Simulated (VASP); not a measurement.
# PbS (Fm-3m) in VASP: settings compared

The runs below take PbS through single point, with HSE06, PBE-based global hybrid with 50 % exact exchange.

Everything below comes from runs of VASP 6.6.1. Logs are shortened: lines on timing, memory, paths and dates and some standing lists are left out, and cuts for length are marked.

## (1) The cell of the first run

The structure is cubic, space group Fm-3m (No. 225). The conventional cell has a = 5.974 Å, b = 5.974 Å, c = 5.974 Å, α = 90.00°, β = 90.00°, γ = 90.00°. Pb (site symmetry m-3m) has 6 S at 2.99 Å within 3.9 Å. S (site symmetry m-3m) has 6 Pb at 2.99 Å within 3.9 Å.

## (2) Single point, HSE06

Input file POSCAR:

```
PbS
1.0
    0.0000000000      2.9872327164      2.9872327164
    2.9872327164      0.0000000000      2.9872327164
    2.9872327164      2.9872327164      0.0000000000
Pb S
1 1
Direct
    0.0000000000      0.0000000000      0.0000000000
    0.5000000000      0.5000000000      0.5000000000
```

Input file INCAR.step1:

```
ALGO = Normal ; EDIFF = 1E-5
ENCUT = 520 ; GGA = PE
ISIF = 2 ; ISMEAR = 0
LASPH = T ; LCHARG = F
LREAL = F ; LWAVE = T
NBANDS = 17 ; NELM = 80
PREC = Accurate ; SIGMA = 0.01
```

Input file INCAR.step2:

```
ALGO = Normal ; EDIFF = 1E-7
ENCUT = 520 ; GGA = PE
HFSCREEN = 0.2079 ; ISIF = 2
ISMEAR = 0 ; ISTART = 1
LASPH = T ; LCHARG = F
LHFCALC = T ; LREAL = F
LWAVE = F ; NBANDS = 17
NELM = 80 ; PREC = Accurate
PRECFOCK = Normal ; SIGMA = 0.01
```

Input file KPOINTS:

```
k-points
0
Gamma
  4 4 4
```

Potentials or basis: VASP PAW PBE potentials, release 64 (Pb_d, S).

On the command line:

```console
$ cat potpaw_PBE.64/Pb_d/POTCAR potpaw_PBE.64/S/POTCAR > POTCAR
$ cp INCAR.step1 INCAR
$ mpirun -np 1 vasp_std > vasp.out
$ cp INCAR.step2 INCAR
$ mpirun -np 1 vasp_std > vasp.out
```

OUTCAR:

```text
EDIFF = 1E-7
   ENCUT = 520
   GGA = PE
   HFSCREEN = 0.2079
   ISIF = 2
   ISMEAR = 0
   ISTART = 1
   LASPH = T
   LHFCALC = T
   LREAL = F
   NELM = 80
   PREC = Accurate
   PRECFOCK = Normal

 ion  position               nearest neighbor table
   1  0.000  0.000  0.000-   2 2.99   2 2.99   2 2.99   2 2.99   2 2.99   2 2.99
   2  0.500  0.500  0.500-   1 2.99   1 2.99   1 2.99   1 2.99   1 2.99   1 2.99

  LATTYP: Found a face centered cubic cell.
 ALAT       =     5.9744654328

  Lattice vectors:

 A1 = (   0.0000000000,   2.9872327164,   2.9872327164)
 A2 = (   2.9872327164,   0.0000000000,   2.9872327164)
 A3 = (   2.9872327164,   2.9872327164,   0.0000000000)

Analysis of symmetry for initial positions (statically):
=====================================================================
 Subroutine PRICEL returns:
 Original cell was already a primitive cell.

 Routine SETGRP: Setting up the symmetry group for a
 face centered cubic supercell.

 Subroutine GETGRP returns: Found 48 space group operations
 (whereof 48 operations were pure point group operations)
 out of a pool of 48 trial point group operations.

The static configuration has the point symmetry O_h .

Analysis of symmetry for dynamics (positions and initial velocities):
=====================================================================
 Subroutine PRICEL returns:
 Original cell was already a primitive cell.

 Routine SETGRP: Setting up the symmetry group for a
 face centered cubic supercell.

 Subroutine GETGRP returns: Found 48 space group operations
 (whereof 48 operations were pure point group operations)
 out of a pool of 48 trial point group operations.

The dynamic configuration has the point symmetry O_h .

 Subroutine INISYM returns: Found 48 space group operations
 (whereof 48 operations are pure point group operations),
 and found     1 'primitive' translations

----------------------------------------------------------------------------------------

                                     Primitive cell

  volume of cell :      53.3135

  direct lattice vectors                    reciprocal lattice vectors
     0.000000000  2.987232716  2.987232716    -0.167378992  0.167378992  0.167378992
     2.987232716  0.000000000  2.987232716     0.167378992 -0.167378992  0.167378992
     2.987232716  2.987232716  0.000000000     0.167378992  0.167378992 -0.167378992

  length of vectors
     4.224585021  4.224585021  4.224585021     0.289908918  0.289908918  0.289908918

  position of ions in fractional coordinates (direct lattice)
     0.000000000  0.000000000  0.000000000
     0.500000000  0.500000000  0.500000000

  ion indices of the primitive-cell ions
   primitive index   ion index
                 1           1
                 2           2

----------------------------------------------------------------------------------------

 KPOINTS: k-points

Automatic generation of k-mesh.
 Grid dimensions read from file:
 generate k-points for:    4    4    4

 Generating k-lattice:

  Cartesian coordinates                     Fractional coordinates (reciprocal lattice)
    -0.041844748  0.041844748  0.041844748     0.250000000  0.000000000  0.000000000
     0.041844748 -0.041844748  0.041844748     0.000000000  0.250000000  0.000000000
     0.041844748  0.041844748 -0.041844748     0.000000000  0.000000000  0.250000000

  Length of vectors
     0.072477229  0.072477229  0.072477229

  Shift w.r.t. Gamma in fractional coordinates (k-lattice)
     0.000000000  0.000000000  0.000000000

 Subroutine IBZKPT returns following result:
 ===========================================

 Found      8 irreducible k-points:

 Following reciprocal coordinates:
            Coordinates               Weight
  0.000000  0.000000  0.000000      1.000000
  0.250000  0.000000  0.000000      8.000000
  0.500000  0.000000  0.000000      4.000000
  0.250000  0.250000  0.000000      6.000000
  0.500000  0.250000  0.000000     24.000000
 -0.250000  0.250000  0.000000     12.000000
  0.500000  0.500000  0.000000      3.000000
 -0.250000  0.500000  0.250000      6.000000
   k-points           NKPTS =      8   k-points in BZ     NKDIM =     64   number of bands    NBANDS=     17
   number of dos      NEDOS =    301   number of ions     NIONS =      2
   total plane-waves  NPLWV =  32768
   dimension x,y,z NGX =    32 NGY =   32 NGZ =   32
   dimension x,y,z NGXF=    64 NGYF=   64 NGZF=   64
   ions per type =               1   1
   NGX,Y,Z   is equivalent  to a cutoff of  12.59, 12.59, 12.59 a.u.
   NGXF,Y,Z  is equivalent  to a cutoff of  25.19, 25.19, 25.19 a.u.
 SYSTEM =  unknown system
   PREC   = accura    normal or accurate (medium, high low for compatibility)
   ISTART =      1    job   : 0-new  1-cont  2-samecut
   ICHARG =      0    charge: 1-file 2-atom 10-const
   ISPIN  =      1    spin polarized calculation?
   LNONCOLLINEAR =      F non collinear calculations
   LSORBIT =      F    spin-orbit coupling
   LASPH  =      T    aspherical Exc in radial PAW
   ENCUT  =  520.0 eV  38.22 Ry    6.18 a.u.   7.85  7.85  7.85*2*pi/ulx,y,z
   NELM   =     80;   NELMIN=  2; NELMDL=  0     # of ELM steps
   EDIFF  = 0.1E-06   stopping-criterion for ELM
   LREAL  =      F    real-space projection
   EDIFFG = 0.1E-05   stopping-criterion for IOM
   NSW    =      0    number of steps for IOM
   IBRION =     -1    ionic relax: 0-MD 1-quasi-New 2-CG
   NFREE  =      0    steps in history (QN), initial steepest desc. (CG)
   ISIF   =      2    stress and relaxation
   ISYM   =      3    0-nonsym 1-usesym 2-fastsym
   POTIM  = 0.5000    time-step for ionic-motion
   TEBEG  =    0.0;   TEEND  =   0.0 temperature during run
   PSTRESS=    0.0 pullay stress
   NELECT =      20.0000    total number of electrons
   NUPDOWN=      -1.0000    fix difference up-down
   EMIN   =  10.00;   EMAX   =-10.00  energy-range for DOS
   EFERMI =   0.00;   METHOD = LEGACY
   ISMEAR =     0;   SIGMA  =   0.01  broadening in eV -4-tet -1-fermi 0-gaus
   EFERMI_NEDOS =   21; number of points for ismear=-14 and -15
   IALGO  =     38    algorithm
   IMIX   =      1    mixing-type and parameters
     AMIX     =   0.40;   BMIX     =  1.00
     AMIX_MAG =   1.60;   BMIX_MAG =  1.00
  volume/ion in A,a.u.               =      26.66       179.89
  Fermi-wavevector in a.u.,A,eV,Ry     =   1.180699  2.231197 18.967196  1.394050
  Thomas-Fermi vector in A             =   2.316986
   LORBIT       =      0    0 simple, 1 ext, 2 COOP (PROOUT), +10 PAW based schemes
   GGA     = PE    functional components
   LHFCALC =     T    Hartree Fock is set to
   PRECFOCK=normal    Normal, Fast or Accurate (Low or Medium for compatibility)
   ENCUT4O =  -1.0   cutoff for four orbital integrals eV
   NKREDX  =     1    reduce k-point grid by
   NKREDY  =     1    reduce k-point grid by
   NKREDZ  =     1    reduce k-point grid by
   AEXX    =    0.2500 exact exchange contribution
   HFSCREEN=    0.2079 screening length (either q_TF or 0.3 A-1)
   HFSCREENC=   0.2079 screening length for correlation (either q_TF or 0.3 A-1)
   ENCUTFOCK=  -1.0 apply spherical cutoff to Coloumb kernel
   IVDW    =     0    specifies the selected vdW correction
   LEPSILON=     F    determine dielectric tensor
   LRPA    =     F    only Hartree local field effects (RPA)
 non-spin polarized calculation
 Gauss-broadening in eV      SIGMA  =   0.01
  energy-cutoff  :      520.00
  volume of cell :       53.31
 maximum number of plane-waves:      1459
  NGX = 24; NGY = 24; NGZ = 24

 number of electron      20.0000001 magnetization

 Free energy of the ion-electron system (eV)
  ---------------------------------------------------
  ext. energy  EPLUGINS =         0.00000000
  ---------------------------------------------------
  free energy    TOTEN  =       -10.39425142 eV

  energy without entropy =      -10.39425142  energy(sigma->0) =      -10.39425142

 E-fermi :   5.3212     XC(G=0):  -7.9657

 val. band max:        5.2236732562   @ k =   0.5000   0.0000   0.0000
 cond. band min:       6.1140679775   @ k =   0.5000   0.0000   0.0000
 fundamental gap:      0.8903947213
 Fermi energy:         5.3211950388

 k-point     1 :       0.0000    0.0000    0.0000
  band No.  band energies     occupation
      1     -13.3033      2.00000
      2     -13.3033      2.00000
      3     -13.3033      2.00000
      4     -13.2981      2.00000
      5     -13.2981      2.00000
      6      -9.6848      2.00000
      7      -1.1966      2.00000
      8       2.8214      2.00000
      9       2.8214      2.00000
     10       2.8214      2.00000
     11      11.2283      0.00000
     12      11.2283      0.00000
     13      11.2283      0.00000
     14      12.7317      0.00000
     15      12.7317      0.00000
     16      12.7317      0.00000
     17      14.6513      0.00000

 k-point     2 :       0.2500    0.0000    0.0000
  band No.  band energies     occupation
      1     -13.3154      2.00000
      2     -13.3154      2.00000
      3     -13.3016      2.00000
      4     -13.2817      2.00000
      5     -13.2816      2.00000
      6      -9.1654      2.00000
      7      -2.7948      2.00000
      8       2.9847      2.00000
      9       2.9847      2.00000
     10       4.0011      2.00000
     11       8.1643      0.00000
     12       9.1004      0.00000
     13       9.1004      0.00000
     14      12.8361      0.00000
     15      14.0249      0.00000
     16      14.0249      0.00000
     17      17.9443      0.00000

 k-point     3 :       0.5000    0.0000    0.0000
  band No.  band energies     occupation
      1     -13.3315      2.00000
      2     -13.3315      2.00000
      3     -13.3010      2.00000
      4     -13.2611      2.00000
      5     -13.2611      2.00000
      6      -8.4245      2.00000
      7      -4.2773      2.00000
      8       3.2082      2.00000
      9       3.2082      2.00000
     10       5.2237      2.00000
     11       6.1141      0.00000
     12       7.7845      0.00000
     13       7.7845      0.00000
     14      14.6843      0.00000
     15      16.3811      0.00000
     16      16.3811      0.00000
     17      16.7071      0.00000

 k-point     4 :       0.2500    0.2500    0.0000
  band No.  band energies     occupation
      1     -13.3579      2.00000
      2     -13.3148      2.00000
      3     -13.2864      2.00000
      4     -13.2764      2.00000
      5     -13.2764      2.00000
      6      -8.9699      2.00000
      7      -2.5242      2.00000
      8       2.1190      2.00000
      9       2.1190      2.00000
     10       3.3788      2.00000
     11       8.2468      0.00000
     12      10.6389      0.00000
     13      10.9297      0.00000
     14      10.9297      0.00000
     15      15.9748      0.00000
     16      16.1645      0.00000
     17      16.1719      0.00000

 k-point     5 :       0.5000    0.2500    0.0000
  band No.  band energies     occupation
      1     -13.3884      2.00000
      2     -13.3048      2.00000
      3     -13.3014      2.00000
      4     -13.2683      2.00000
      5     -13.2564      2.00000
      6      -8.2176      2.00000
      7      -3.5368      2.00000
      8       1.1563      2.00000
      9       2.1779      2.00000
     10       2.8724      2.00000
     11       8.6963      0.00000
     12       9.7298      0.00000
     13      10.2355      0.00000
     14      12.2896      0.00000
     15      16.7300      0.00000
     16      17.0159      0.00000
     17      17.6575      0.00000

 k-point     6 :      -0.2500    0.2500    0.0000
  band No.  band energies     occupation
      1     -13.3464      2.00000
      2     -13.3180      2.00000
      3     -13.2905      2.00000
      4     -13.2760      2.00000
      5     -13.2741      2.00000
      6      -8.4830      2.00000
      7      -3.5699      2.00000
      8       1.1912      2.00000
      9       3.0945      2.00000
     10       4.3882      2.00000
     11       7.1976      0.00000
     12       8.2716      0.00000
     13      10.2195      0.00000
     14      14.3949      0.00000
     15      14.7809      0.00000
     16      15.9686      0.00000
     17      16.8735      0.00000

 k-point     7 :       0.5000    0.5000    0.0000
  band No.  band energies     occupation
      1     -13.4523      2.00000
      2     -13.3263      2.00000
      3     -13.2747      2.00000
      4     -13.2478      2.00000
      5     -13.2478      2.00000
      6      -7.9754      2.00000
      7      -2.4224      2.00000
      8      -0.4052      2.00000
      9       1.4723      2.00000
     10       1.4723      2.00000
     11       9.7119      0.00000
     12      11.6499      0.00000
     13      11.7434      0.00000
     14      11.7434      0.00000
     15      17.4285      0.00000
     16      18.5757      0.00000
     17      18.6254      0.00000

 k-point     8 :      -0.2500    0.5000    0.2500
  band No.  band energies     occupation
      1     -13.4087      2.00000
      2     -13.3001      2.00000
      3     -13.2883      2.00000
      4     -13.2883      2.00000
      5     -13.2478      2.00000
      6      -7.9430      2.00000
      7      -3.2511      2.00000
      8       0.4233      2.00000
      9       0.4233      2.00000
     10       4.0740      2.00000
     11       8.0231      0.00000
     12      10.6558      0.00000
     13      10.6558      0.00000
     14      14.2452      0.00000
     15      14.2452      0.00000
     16      18.2157      0.00000
     17      18.6214      0.00000

------------------------ aborting loop because EDIFF is reached ----------------------------------------

  FORCE on cell =-STRESS in cart. coord.  units (eV):
  Direction    XX          YY          ZZ          XY          YZ          ZX
  --------------------------------------------------------------------------------------
  -------------------------------------------------------------------------------------
  Total       -0.0517204     -0.0517204     -0.0517204     -0.0000000      0.0000000     -0.0000000
  in kB       -1.5543003     -1.5543003     -1.5543003     -0.0000000      0.0000000     -0.0000000
  external PRESSURE =      -1.5543003 kB  Pullay stress =       0.0000000 kB

 VOLUME and BASIS-vectors are now :
 -----------------------------------------------------------------------------
  energy-cutoff  :      520.00
  volume of cell :       53.31
      direct lattice vectors                 reciprocal lattice vectors
     0.000000000  2.987232716  2.987232716    -0.167378992  0.167378992  0.167378992
     2.987232716  0.000000000  2.987232716     0.167378992 -0.167378992  0.167378992
     2.987232716  2.987232716  0.000000000     0.167378992  0.167378992 -0.167378992

 POSITION                                       TOTAL-FORCE (eV/Angst)
 -----------------------------------------------------------------------------------
      0.00000      0.00000      0.00000        -0.000000      0.000000      0.000000
      2.98723      2.98723      2.98723         0.000000     -0.000000     -0.000000
 -----------------------------------------------------------------------------------
    total drift:                                0.000000      0.000001      0.000000

  FREE ENERGIE OF THE ION-ELECTRON SYSTEM (eV)
  ---------------------------------------------------
  free  energy   TOTEN  =       -10.3942514203 eV

  energy  without entropy=      -10.3942514203  energy(sigma->0) =      -10.39425142
```

Wall time 6.8 min (1 thread of Intel Xeon Platinum 8259CL at 2.50GHz (Skylake/Cascade Lake), shared host); peak memory 0.29 GiB.

What came out:

* Free energy: -10.3943 eV
* Pressure: -0.2 GPa
* Band gap on the k mesh: 0.89 eV

Levels at points of the mesh, in eV from the valence-band top:
```tsv
k point	band 8	band 9	band 10	band 11	band 12	band 13
(0.00, 0.00, 0.00)	-2.40	-2.40	-2.40	6.00	6.00	6.00
(0.50, 0.00, 0.00)	-2.02	-2.02	0.00	0.89	2.56	2.56
(0.50, 0.50, 0.00)	-5.63	-3.75	-3.75	4.49	6.43	6.52
```

Caveat: the k points lie up to 0.46 Å⁻¹ apart; the PAW data sets were made with another functional, which shifts forces and pressure a little; spin-orbit coupling is left out, which moves the levels of the heavy elements. A k mesh can miss the band edges.

## (3) Single point, PBE-based global hybrid with 50 % exact exchange

POSCAR is that of step 2.

Input file INCAR.step1:

```
PREC     = Accurate       # precision mode
ENCUT    = 520            # plane-wave cutoff, eV
EDIFF    = 1E-5           # SCF threshold, eV
ISMEAR   = 0              # smearing method
SIGMA    = 0.01           # smearing width, eV
LREAL    = F              # projectors in reciprocal space
LASPH    = T              # aspherical terms in the spheres
NELM     = 100            # most SCF steps
ALGO     = Normal         # electronic algorithm
ISIF     = 2              # what is computed and relaxed
LWAVE    = T              # write WAVECAR
LCHARG   = F              # write CHGCAR
NBANDS   = 17             # bands
GGA      = PE             # functional
```

Input file INCAR.step2:

```
PREC     = Accurate       # precision mode
ENCUT    = 520            # plane-wave cutoff, eV
EDIFF    = 1E-6           # SCF threshold, eV
ISMEAR   = 0              # smearing method
SIGMA    = 0.01           # smearing width, eV
LREAL    = F              # projectors in reciprocal space
LASPH    = T              # aspherical terms in the spheres
NELM     = 100            # most SCF steps
ALGO     = Normal         # electronic algorithm
ISIF     = 2              # what is computed and relaxed
LWAVE    = F              # write WAVECAR
LCHARG   = F              # write CHGCAR
GGA      = PE             # functional
LHFCALC  = T              # exact exchange
AEXX     = 0.5            # exact-exchange fraction
PRECFOCK = Normal       
NBANDS   = 17             # bands
ISTART   = 1
```

Input file KPOINTS:

```
regular mesh
0
Gamma
  4 4 4
```

Potentials or basis: VASP PAW PBE potentials, release 64 (Pb_d, S).

On the command line:

```console
$ cat potpaw_PBE.64/Pb_d/POTCAR potpaw_PBE.64/S/POTCAR > POTCAR
$ cp INCAR.step1 INCAR
$ mpirun -np 1 vasp_std > vasp.out
$ cp INCAR.step2 INCAR
$ mpirun -np 1 vasp_std > vasp.out
```

It took 7.1 min on 1 thread of Intel Xeon Platinum 8259CL at 2.50GHz (Skylake/Cascade Lake), shared host; peak memory 0.19 GiB.

It converged, with:

```
Free energy            : -14.2672 eV
Pressure               : -1.4 GPa
Band gap on the k mesh : 2.77 eV
```

Levels at points of the mesh, in eV from the valence-band top:
| k point | band 7 | band 8 | band 9 | band 10 | band 11 | band 12 | band 13 | band 14 |
| --- | --- | --- | --- | --- | --- | --- | --- | --- |
| (0.00, 0.00, 0.00) | -6.84 | -2.85 | -2.85 | -2.85 | 8.36 | 8.36 | 8.36 | 9.68 |
| (0.50, 0.00, 0.00) | -10.41 | -2.43 | -2.43 | 0.00 | 2.77 | 4.55 | 4.55 | 11.70 |
| (0.50, 0.50, 0.00) | -8.21 | -6.41 | -4.33 | -4.33 | 6.41 | 8.83 | 8.93 | 8.93 |

Caveat: the k points lie up to 0.46 Å⁻¹ apart; the PAW data sets were made with another functional, which shifts forces and pressure a little; spin-orbit coupling is left out, which moves the levels of the heavy elements.
